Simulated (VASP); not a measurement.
# HgTe (F-43m) in VASP: a series of runs

Runs on HgTe. Level: PBE. Tasks: vibrations by perturbation theory.

All numbers are computed with VASP 6.6.1; they aren't measurements. Logs are shortened: lines on timing, memory, paths and dates and some standing lists are left out, and cuts for length are marked.

## 1. The cell of the first run

The structure is cubic, space group F-43m (No. 216). The conventional cell has a = 5.804 Å, b = 5.804 Å, c = 5.804 Å, α = 90.00°, β = 90.00°, γ = 90.00°. Within 3.3 Å of Hg (site symmetry -43m) lie 4 Te at 2.51 Å. Te (site symmetry -43m) has 4 Hg at 2.51 Å within 3.3 Å.

## 2. Vibrations by perturbation theory, PBE

INCAR reads:

```
SYSTEM = HgTe
PREC     = Accurate       ! precision mode
ENCUT    = 520            ! plane-wave cutoff, eV
EDIFF    = 1E-8           ! SCF threshold, eV
ISMEAR   = -1             ! smearing method
SIGMA    = 0.15           ! smearing width, eV
LREAL    = .FALSE.        ! projectors in reciprocal space
LASPH    = .TRUE.         ! aspherical terms in the spheres
NELM     = 100            ! most SCF steps
ALGO     = Normal         ! electronic algorithm
ISIF     = 2              ! what is computed and relaxed
LWAVE    = .FALSE.        ! write WAVECAR
LCHARG   = .TRUE.         ! write CHGCAR
GGA      = PE             ! functional
NBANDS   = 16             ! bands
IBRION   = 8              ! ionic algorithm
NSW      = 1              ! ionic steps
```

KPOINTS reads:

```
Automatic mesh
0
G
  12 12 12
  0 0 0
```

POSCAR reads:

```
HgTe
1.0
    0.0000000000      2.9018323506      2.9018323506
    2.9018323506      0.0000000000      2.9018323506
    2.9018323506      2.9018323506      0.0000000000
Hg Te
1 1
Direct
    0.0000000000      0.0000000000      0.0000000000
    0.7500000000      0.7500000000      0.7500000000
```

Potentials or basis: VASP PAW PBE potentials, release 64 (Hg, Te).

Command:

```sh
cat potpaw_PBE.64/Hg/POTCAR potpaw_PBE.64/Te/POTCAR > POTCAR
mpirun -np 1 vasp_std > vasp.out
```

OUTCAR:

```text
SYSTEM = HgTe
   PREC = Accurate
   ENCUT = 520
   EDIFF = 1E-8
   ISMEAR = -1
   LREAL = .FALSE.
   LASPH = .TRUE.
   NELM = 100
   ISIF = 2
   GGA = PE
   IBRION = 8
   NSW = 1

 ion  position               nearest neighbor table
   1  0.000  0.000  0.000-   2 2.51   2 2.51   2 2.51   2 2.51
   2  0.750  0.750  0.750-   1 2.51   1 2.51   1 2.51   1 2.51

  LATTYP: Found a face centered cubic cell.
 ALAT       =     5.8036647012

  Lattice vectors:

 A1 = (   0.0000000000,   2.9018323506,   2.9018323506)
 A2 = (   2.9018323506,   0.0000000000,   2.9018323506)
 A3 = (   2.9018323506,   2.9018323506,   0.0000000000)

Analysis of symmetry for initial positions (statically):
=====================================================================
 Subroutine PRICEL returns:
 Original cell was already a primitive cell.

 Routine SETGRP: Setting up the symmetry group for a
 face centered cubic supercell.

 Subroutine GETGRP returns: Found 24 space group operations
 (whereof 24 operations were pure point group operations)
 out of a pool of 48 trial point group operations.

The static configuration has the point symmetry T_d .

Analysis of symmetry for dynamics (positions and initial velocities):
=====================================================================
 Subroutine PRICEL returns:
 Original cell was already a primitive cell.

 Routine SETGRP: Setting up the symmetry group for a
 face centered cubic supercell.

 Subroutine GETGRP returns: Found 24 space group operations
 (whereof 24 operations were pure point group operations)
 out of a pool of 48 trial point group operations.

The dynamic configuration has the point symmetry T_d .

 Subroutine INISYM returns: Found 24 space group operations
 (whereof 24 operations are pure point group operations),
 and found     1 'primitive' translations

----------------------------------------------------------------------------------------

                                     Primitive cell

  volume of cell :      48.8705

  direct lattice vectors                    reciprocal lattice vectors
     0.000000000  2.901832351  2.901832351    -0.172304923  0.172304923  0.172304923
     2.901832351  0.000000000  2.901832351     0.172304923 -0.172304923  0.172304923
     2.901832351  2.901832351  0.000000000     0.172304923  0.172304923 -0.172304923

  length of vectors
     4.103810666  4.103810666  4.103810666     0.298440881  0.298440881  0.298440881

  position of ions in fractional coordinates (direct lattice)
     0.000000000  0.000000000  0.000000000
     0.750000000  0.750000000  0.750000000

  ion indices of the primitive-cell ions
   primitive index   ion index
                 1           1
                 2           2

----------------------------------------------------------------------------------------

 KPOINTS: Automatic mesh

Automatic generation of k-mesh.
 Grid dimensions read from file:
 generate k-points for:   12   12   12

 Generating k-lattice:

  Cartesian coordinates                     Fractional coordinates (reciprocal lattice)
    -0.014358744  0.014358744  0.014358744     0.083333333  0.000000000  0.000000000
     0.014358744 -0.014358744  0.014358744     0.000000000  0.083333333  0.000000000
     0.014358744  0.014358744 -0.014358744     0.000000000  0.000000000  0.083333333
[... 76 lines left out ...]
     AMIX     =   0.40;   BMIX     =  1.00
     AMIX_MAG =   1.60;   BMIX_MAG =  1.00
  volume/ion in A,a.u.               =      24.44       164.90
  Fermi-wavevector in a.u.,A,eV,Ry     =   1.173501  2.217595 18.736636  1.377104
  Thomas-Fermi vector in A             =   2.309913
   LORBIT       =      0    0 simple, 1 ext, 2 COOP (PROOUT), +10 PAW based schemes
   GGA     = PE    functional components
   LHFCALC =     F    Hartree Fock is set to
   AEXX    =    0.0000 exact exchange contribution
   IVDW    =     0    specifies the selected vdW correction
   LEPSILON=     F    determine dielectric tensor
   LRPA    =     F    only Hartree local field effects (RPA)
 non-spin polarized calculation
  energy-cutoff  :      520.00
  volume of cell :       48.87
 maximum number of plane-waves:      1363
   NGX = 15   NGY = 15   NGZ = 15

--------------------------------------- Ionic step        1  -------------------------------------------

 number of electron      18.0000002 magnetization

 Free energy of the ion-electron system (eV)
  ---------------------------------------------------
  ext. energy  EPLUGINS =         0.00000000
  ---------------------------------------------------
  free energy    TOTEN  =        -1.58420744 eV

  energy without entropy =       -1.58140293  energy(sigma->0) =       -1.58280519

 E-fermi :   7.5984     XC(G=0): -10.3015

 val. band max:        7.4787085945   @ k =   0.0000   0.0000   0.0000
 cond. band min:       7.9984323283   @ k =   0.5000   0.0000   0.0000
 fundamental gap:      0.5197237338
 Fermi energy:         7.5984015392

 k-point     1 :       0.0000    0.0000    0.0000
  band No.  band energies     occupation
      1      -7.7179      2.00000
      2      -2.5977      2.00000
      3      -2.5977      2.00000
      4      -2.5977      2.00000
      5      -1.5927      2.00000
      6      -1.5927      2.00000
[... 433 lines left out ...]
      3      -2.2782      2.00000
      4      -1.6917      2.00000
      5      -1.5776      2.00000
      6      -1.1939      2.00000
[... 8 lines left out ...]
     15      16.7890      0.00000
     16      17.0636      0.00000

 [... further k-points ...]

------------------------ aborting loop because EDIFF is reached ----------------------------------------

  FORCE on cell =-STRESS in cart. coord.  units (eV):
  Direction    XX          YY          ZZ          XY          YZ          ZX
  --------------------------------------------------------------------------------------
  -------------------------------------------------------------------------------------
  Total       12.3208135     12.3208135     12.3208135      0.0000000      0.0000000     -0.0000000
  in kB      403.9271228    403.9271228    403.9271228      0.0000000      0.0000000     -0.0000000
  external PRESSURE =     403.9271228 kB  Pullay stress =       0.0000000 kB

 VOLUME and BASIS-vectors are now :
 -----------------------------------------------------------------------------
  energy-cutoff  :      520.00
  volume of cell :       48.87
      direct lattice vectors                 reciprocal lattice vectors
     0.000000000  2.901832351  2.901832351    -0.172304923  0.172304923  0.172304923
     2.901832351  0.000000000  2.901832351     0.172304923 -0.172304923  0.172304923
     2.901832351  2.901832351  0.000000000     0.172304923  0.172304923 -0.172304923

 POSITION                                       TOTAL-FORCE (eV/Angst)
 -----------------------------------------------------------------------------------
      0.00000      0.00000      0.00000        -0.000000     -0.000000     -0.000000
      4.35275      4.35275      4.35275         0.000000      0.000000      0.000000
 -----------------------------------------------------------------------------------
    total drift:                                0.000000      0.000000      0.000000

  FREE ENERGIE OF THE ION-ELECTRON SYSTEM (eV)
  ---------------------------------------------------
  free  energy   TOTEN  =        -1.5842074436 eV

  energy  without entropy=       -1.5814029343  energy(sigma->0) =       -1.58280519

[... ionic steps 2 to 3 ...]

--------------------------------------- Ionic step        4  -------------------------------------------

------------------------ aborting loop because EDIFF is reached ----------------------------------------

[... ionic steps 5 to 6 ...]

--------------------------------------- Ionic step        7  -------------------------------------------

 Free energy of the ion-electron system (eV)
  ---------------------------------------------------
  ---------------------------------------------------
  free energy    TOTEN  =        -0.04645975 eV

  energy without entropy =       -0.04645975

------------------------ aborting loop because EDIFF is reached ----------------------------------------

 INTERNAL STRAIN TENSOR  FOR ION    2  DIRECTION 1   (eV/Angst):
 -----------------------------------------------------------------------------
    -0.00822  0.00000  0.00000
     0.00000  0.00954 26.27560
     0.00000 26.27560  0.00954

 INTERNAL STRAIN TENSOR FOR ION    2 for displacements in x,y,z  (eV/Angst):
          X           Y           Z          XY          YZ          ZX
  --------------------------------------------------------------------------------
  x    -0.00000     0.00000     0.00000     0.00000    26.27560     0.00000
  y    -0.00000    -0.00000    -0.00000     0.00000     0.00000    26.27560
  z     0.00000     0.00000    -0.00000    26.27560     0.00000     0.00000

 SECOND DERIVATIVES (NOT SYMMETRIZED)
 ------------------------------------
               1X          1Y          1Z          2X          2Y          2Z
  1X   -13.551674    0.000000    0.000000   13.551674    0.000000    0.000000
  1Y     0.000000  -13.551674    0.000000    0.000000   13.551674    0.000000
  1Z     0.000000    0.000000  -13.551674    0.000000    0.000000   13.551674
  2X    13.548012    0.000000    0.000000  -13.548012    0.000000    0.000000
  2Y     0.000000   13.548012    0.000000    0.000000  -13.548012    0.000000
  2Z     0.000000    0.000000   13.548012    0.000000    0.000000  -13.548012

 Eigenvectors and eigenvalues of the dynamical matrix
 ----------------------------------------------------

   1 f  =    6.516194 THz    40.942457 2PiTHz  217.356847 cm-1    26.948802 meV
             X         Y         Z           dx          dy          dz
      0.000000  0.000000  0.000000     0.000000    0.623589    0.000000
      4.352749  4.352749  4.352749     0.000000   -0.781752    0.000000
[... 21 lines left out ...]
   6 f/i=    0.000429 THz     0.002697 2PiTHz    0.014318 cm-1     0.001775 meV
             X         Y         Z           dx          dy          dz
      0.000000  0.000000  0.000000     0.000000    0.000000    0.781752
      4.352749  4.352749  4.352749     0.000000    0.000000    0.623589

--------------------------------------------------------------------------------------------------------

 ELASTIC MODULI CONTR FROM IONIC RELAXATION (kBar)
 Direction    XX          YY          ZZ          XY          YZ          ZX
 --------------------------------------------------------------------------------
 XX          -0.0000      0.0000      0.0000     -0.0000      0.0000      0.0000
 YY           0.0000     -0.0000     -0.0000     -0.0000     -0.0000      0.0000
 ZZ           0.0000     -0.0000     -0.0000      0.0000     -0.0000      0.0000
 XY          -0.0000     -0.0000      0.0000  -1698.9509      0.0000     -0.0000
 YZ           0.0000     -0.0000     -0.0000      0.0000  -1698.9509      0.0000
 ZX           0.0000      0.0000      0.0000     -0.0000      0.0000  -1698.9509
 --------------------------------------------------------------------------------
```

Run time: 15 min. Hardware: 1 thread of Intel Xeon 8259CL, shared host; peak memory 0.59 GiB.

Results:

```yaml
Highest_phonon_frequency_at_Γ_LO-TO_splitting_left_out: 217 cm⁻¹
```

Phonon frequencies in cm⁻¹ (negative: imaginary):
```
              q point        frequencies
(0.000, 0.000, 0.000)  0 0 0 217 217 217
```

Caveat: the cell stands under pressure or tension, which shifts response properties; spin-orbit coupling is left out, which moves the levels of the heavy elements.

## 3. Vibrations by perturbation theory, PBE

This run uses another cell than the first one, of 28.72 Å³/atom.

INCAR reads:

```
SYSTEM = HgTe
ALGO = Normal
EDIFF = 1E-8
ENCUT = 520
GGA = PE
IBRION = 8
ISIF = 2
ISMEAR = -1
LASPH = .True.
LCHARG = .True.
LREAL = .False.
LWAVE = .False.
NBANDS = 16
NELM = 100
NSW = 1
PREC = Accurate
SIGMA = 0.15
```

KPOINTS reads:

```
k-points
0
Gamma
  12 12 12
  0 0 0
```

POSCAR reads:

```
HgTe
1.0
    0.0000000000      3.0623501766      3.0623501766
    3.0623501766      0.0000000000      3.0623501766
    3.0623501766      3.0623501766      0.0000000000
Hg Te
1 1
Direct
    0.0000000000      0.0000000000      0.0000000000
    0.7500000000      0.7500000000      0.7500000000
```

Potentials or basis: VASP PAW PBE potentials, release 64 (Hg, Te).

Command:

```sh
cat potpaw_PBE.64/Hg/POTCAR potpaw_PBE.64/Te/POTCAR > POTCAR
mpirun -np 1 vasp_std > vasp.out
```

OUTCAR:

```text
SYSTEM = HgTe
   EDIFF = 1E-8
   ENCUT = 520
   GGA = PE
   IBRION = 8
   ISIF = 2
   ISMEAR = -1
   LASPH = .True.
   LREAL = .False.
   NELM = 100
   NSW = 1
   PREC = Accurate

 ion  position               nearest neighbor table
   1  0.000  0.000  0.000-   2 2.65   2 2.65   2 2.65   2 2.65
   2  0.750  0.750  0.750-   1 2.65   1 2.65   1 2.65   1 2.65

  LATTYP: Found a face centered cubic cell.
 ALAT       =     6.1247003532

  Lattice vectors:

 A1 = (   0.0000000000,   3.0623501766,   3.0623501766)
 A2 = (   3.0623501766,   0.0000000000,   3.0623501766)
 A3 = (   3.0623501766,   3.0623501766,   0.0000000000)

Analysis of symmetry for initial positions (statically):
=====================================================================
 Subroutine PRICEL returns:
 Original cell was already a primitive cell.

 Routine SETGRP: Setting up the symmetry group for a
 face centered cubic supercell.

 Subroutine GETGRP returns: Found 24 space group operations
 (whereof 24 operations were pure point group operations)
 out of a pool of 48 trial point group operations.

The static configuration has the point symmetry T_d .

Analysis of symmetry for dynamics (positions and initial velocities):
=====================================================================
 Subroutine PRICEL returns:
 Original cell was already a primitive cell.

 Routine SETGRP: Setting up the symmetry group for a
 face centered cubic supercell.

 Subroutine GETGRP returns: Found 24 space group operations
[... 639 lines left out ...]
      4.59353      4.59353      4.59353         0.000000      0.000000      0.000000
 -----------------------------------------------------------------------------------
    total drift:                                0.000000      0.000000      0.000000

  FREE ENERGIE OF THE ION-ELECTRON SYSTEM (eV)
  ---------------------------------------------------
  free  energy   TOTEN  =        -3.0141523620 eV

  energy  without entropy=       -3.0103228016  energy(sigma->0) =       -3.01223758

[... ionic steps 2 to 3 ...]

--------------------------------------- Ionic step        4  -------------------------------------------

------------------------ aborting loop because EDIFF is reached ----------------------------------------

[... ionic steps 5 to 6 ...]

--------------------------------------- Ionic step        7  -------------------------------------------

 Free energy of the ion-electron system (eV)
  ---------------------------------------------------
  ---------------------------------------------------
  free energy    TOTEN  =        -0.04715390 eV

  energy without entropy =       -0.04715390

------------------------ aborting loop because EDIFF is reached ----------------------------------------

 INTERNAL STRAIN TENSOR  FOR ION    2  DIRECTION 1   (eV/Angst):
 -----------------------------------------------------------------------------
    -0.00407  0.00000  0.00000
     0.00000  0.00678 14.11767
     0.00000 14.11767  0.00678

 INTERNAL STRAIN TENSOR FOR ION    2 for displacements in x,y,z  (eV/Angst):
          X           Y           Z          XY          YZ          ZX
  --------------------------------------------------------------------------------
  x    -0.00000     0.00000     0.00000     0.00000    14.11767     0.00000
  y     0.00000     0.00000     0.00000     0.00000     0.00000    14.11767
  z     0.00000     0.00000    -0.00000    14.11767     0.00000     0.00000

 SECOND DERIVATIVES (NOT SYMMETRIZED)
 ------------------------------------
               1X          1Y          1Z          2X          2Y          2Z
  1X    -7.739854    0.000000    0.000000    7.739854    0.000000    0.000000
  1Y     0.000000   -7.739854    0.000000    0.000000    7.739854    0.000000
  1Z     0.000000    0.000000   -7.739854    0.000000    0.000000    7.739854
  2X     7.738994    0.000000    0.000000   -7.738994    0.000000    0.000000
  2Y     0.000000    7.738994    0.000000    0.000000   -7.738994    0.000000
  2Z     0.000000    0.000000    7.738994    0.000000    0.000000   -7.738994

 Eigenvectors and eigenvalues of the dynamical matrix
 ----------------------------------------------------

   1 f  =    4.924760 THz    30.943179 2PiTHz  164.272307 cm-1    20.367161 meV
             X         Y         Z           dx          dy          dz
      0.000000  0.000000  0.000000     0.269229   -0.562442   -0.000000
      4.593525  4.593525  4.593525    -0.337541    0.705153   -0.000000
[... 21 lines left out ...]
   6 f/i=    0.000133 THz     0.000839 2PiTHz    0.004452 cm-1     0.000552 meV
             X         Y         Z           dx          dy          dz
      0.000000  0.000000  0.000000    -0.771707    0.120269    0.034320
      4.593525  4.593525  4.593525    -0.615527    0.095929    0.027375

--------------------------------------------------------------------------------------------------------

 ELASTIC MODULI CONTR FROM IONIC RELAXATION (kBar)
 Direction    XX          YY          ZZ          XY          YZ          ZX
 --------------------------------------------------------------------------------
 XX          -0.0000     -0.0000      0.0000     -0.0000      0.0000     -0.0000
 YY          -0.0000     -0.0000     -0.0000     -0.0000     -0.0000     -0.0000
 ZZ           0.0000     -0.0000     -0.0000      0.0000     -0.0000     -0.0000
 XY          -0.0000     -0.0000      0.0000   -737.3672      0.0000      0.0000
 YZ           0.0000     -0.0000     -0.0000      0.0000   -737.3672      0.0000
 ZX          -0.0000     -0.0000     -0.0000      0.0000      0.0000   -737.3672
 --------------------------------------------------------------------------------
```

OSZICAR:

```text
N       E                     dE             d eps       ncg     rms          rms(c)
DAV:   1     0.109571148780E+03    0.10957E+03   -0.83430E+03  2320   0.995E+02
DAV:   2     0.159145123991E+00   -0.10941E+03   -0.10284E+03  2720   0.237E+02
DAV:   3    -0.323411577806E+01   -0.33933E+01   -0.33855E+01  2840   0.431E+01
DAV:   4    -0.326302749010E+01   -0.28912E-01   -0.28910E-01  3352   0.371E+00
[... 44 lines left out ...]
RMM:   8    -0.471537676633E-01   -0.68800E-06   -0.21699E-08 15343   0.285E-04    0.661E-05
RMM:   9    -0.471538427722E-01   -0.75109E-07   -0.14597E-08 14435   0.981E-05    0.229E-05
RMM:  10    -0.471538874837E-01   -0.44712E-07   -0.24663E-09 15672   0.300E-05    0.678E-06
RMM:  11    -0.471538999307E-01   -0.12447E-07    0.83784E-10 15701   0.948E-06    0.115E-06
RMM:  12    -0.471538988252E-01    0.11055E-08    0.12006E-09 13153   0.453E-06    0.422E-07
 Linear response finished
```

stdout:

```text
POSCAR found type information on POSCAR HgTe
 POSCAR found :  2 types and       2 ions
 scaLAPACK will be used
 LDA part: xc-table for (Slater+PW92), standard interpolation
 POSCAR, INCAR and KPOINTS ok, starting setup
 FFT: planning ... GRIDC
 FFT: planning ... GRID_SOFT
 FFT: planning ... GRID
 WAVECAR not read
 entering main loop
 Linear response reoptimize wavefunctions to high precision
 Linear response DOF=           2
 Linear response progress:
 first order change of Fermi-energy  -0.53768E-04
 force on displaced ion       1 direction 1 :  -7.740  -0.000  -0.000
 Linear response progress:
 first order change of Fermi-energy   0.21052E-03
 force on displaced ion       2 direction 1 :  -7.739  -0.000  -0.000
 Linear response finished
```

It took 5.9 min on 1 thread of Intel Xeon Platinum 8375C at 2.90GHz (Ice Lake), shared host; peak memory 0.64 GiB.

What came out:

```
Highest phonon frequency at Γ, LO-TO splitting left out : 164 cm⁻¹
```

Phonon frequencies in cm⁻¹ (negative: imaginary):
```csv
q point,frequencies
"(0.000, 0.000, 0.000)",0 0 0 164 164 164
```

Caveat: the cell stands under pressure or tension, which shifts response properties; spin-orbit coupling is left out, which moves the levels of the heavy elements.

[end of part 1 of 2]
